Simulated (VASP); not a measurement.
Wanted: the native input for a VASP 6.6.1 run.

- Task: single point
- Functional: PBE
- Potentials or basis: VASP PAW PBE potentials, release 64 (Pd)
- Cutoff: 520 eV
- k mesh: 9 × 9 × 12
- Occupations: fermi-dirac, width 0.1 eV
- Spin: no spin polarisation
- Dipole correction: no
- Further INCAR settings: ALGO = Normal; EDIFF = 1e-06; NBANDS = 22

The structure of Pd lies in POSCAR:

```
Pd
1.0
    3.9038663883      0.0000000000      0.0000000000
   -1.9519331942      3.3808474653      0.0000000000
    0.0000000000      0.0000000000      2.3194056156
Pd
3
Direct
    0.0000000000      0.0000000000      0.0000000000
    0.3333333333      0.6666666667      0.5000000000
    0.6666666667      0.3333333333      0.5000000000
```

This cell differs from its parent crystal: volume scaled by 0.65.

The input as run:

INCAR

```
PREC     = Accurate       # precision mode
ENCUT    = 520            # plane-wave cutoff, eV
EDIFF    = 1E-6           # SCF threshold, eV
ISMEAR   = -1             # smearing method
SIGMA    = 0.1            # smearing width, eV
LREAL    = F              # projectors in reciprocal space
LASPH    = T              # aspherical terms in the spheres
NELM     = 100            # most SCF steps
ALGO     = Normal         # electronic algorithm
ISIF     = 2              # what is computed and relaxed
LWAVE    = F              # write WAVECAR
LCHARG   = F              # write CHGCAR
GGA      = PE             # functional
NBANDS   = 22             # bands
```

KPOINTS

```
regular mesh
0
Gamma
  9 9 12
```

Potentials or basis: VASP PAW PBE potentials, release 64 (Pd).

The run is started by

```bash
$ cat potpaw_PBE.64/Pd/POTCAR > POTCAR
$ mpirun -np 1 vasp_std > vasp.out
```

It gave:

```yaml
Pressure: 213.3 GPa
Band_gap_on_the_k_mesh: zero (band 15 reaches 19.03 eV, above the bottom of band 16 at 17.12 eV)
```

It took 25 s on 1 thread of Intel(R) Xeon(R) 6975P-C (Granite Rapids) (shared host), peak memory 0.17 GiB.
